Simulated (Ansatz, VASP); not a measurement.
# One calculation of AlPt, two programs

Contents of INCAR:

```
PREC = Accurate
ENCUT = 520
EDIFF = 1E-7
ISMEAR = 0
SIGMA = 0.15
LREAL = F
LASPH = T
NELM = 80
ALGO = Fast
ISIF = 2
LWAVE = F
LCHARG = F
GGA = PS
NBANDS = 36
```

File KPOINTS:

```
regular mesh
0
Gamma
  8 8 8
```

POSCAR

```
AlPt
1.0
    4.8685043982      0.0000000000      0.0000000000
    0.0000000000      4.8685043982      0.0000000000
    0.0000000000      0.0000000000      4.8685043982
Al Pt
4 4
Direct
    0.8430162877      0.8430162877      0.8430162877
    0.6569837123      0.1569837123      0.3430162877
    0.3430162877      0.6569837123      0.1569837123
    0.1569837123      0.3430162877      0.6569837123
    0.1777005792      0.1777005792      0.1777005792
    0.3222994208      0.8222994208      0.6777005792
    0.6777005792      0.3222994208      0.8222994208
    0.8222994208      0.6777005792      0.3222994208
```

Input for Ansatz:

```yaml
crystal:
  lattice:
    - [4.8685043982, 0.0, 0.0]
    - [0.0, 4.8685043982, 0.0]
    - [0.0, 0.0, 4.8685043982]
  atoms:
    - { symbol: Al, position: [0.8430162877, 0.8430162877, 0.8430162877] }
    - { symbol: Al, position: [0.6569837123, 0.1569837123, 0.3430162877] }
    - { symbol: Al, position: [0.3430162877, 0.6569837123, 0.1569837123] }
    - { symbol: Al, position: [0.1569837123, 0.3430162877, 0.6569837123] }
    - { symbol: Pt, position: [0.1777005792, 0.1777005792, 0.1777005792] }
    - { symbol: Pt, position: [0.3222994208, 0.8222994208, 0.6777005792] }
    - { symbol: Pt, position: [0.6777005792, 0.3222994208, 0.8222994208] }
    - { symbol: Pt, position: [0.8222994208, 0.6777005792, 0.3222994208] }
basis:
  ecutwfc: 420
kpoints:
  mp_grid: { grid: [8, 8, 8] }
hamiltonian:
  xc: pbesol
scf:
  occupations: { method: gaussian, width: 0.15 }
output:
  forces: true
  stress: true
  eigenvalues: true
  write_density: true
  write_potential: true
  elf: true
  volumetric_format: npy
```

Change from the starting cell: mode 4 (98.1 1/cm) frozen in, largest displacement -0.200 Å.

Alike in both runs: task single point; functional PBEsol; k mesh 8 × 8 × 8; occupations gaussian, width 0.15 eV; no spin polarisation.

```csv
,VASP,Ansatz
version,VASP 6.6.1,Ansatz 0.2.0
potentials or method,"VASP PAW PBE potentials, release 64 (Al, Pt), cutoff 520 eV","scalar-relativistic, plane waves, PAW"
valence electrons in the cell,52,84
```

```csv
,VASP,Ansatz,Ansatz less VASP
gap on the k mesh at the Fermi level (eV),none,none,-
pressure (GPa),4.1,4.2,+0.05
rms of the force components (eV/Å),0.735,0.734,-0.0012
```

VASP's potentials were made for PBE, not for PBEsol. Atom by atom the forces differ by 0.001 eV/Å (rms over components). A gap of «none» marks a metal or a gap that the smearing closes. VASP's potentials hold 52 valence electrons a cell and Ansatz's 84, so a difference there can come from the potentials and not from the codes.

Spin-orbit coupling is off throughout.
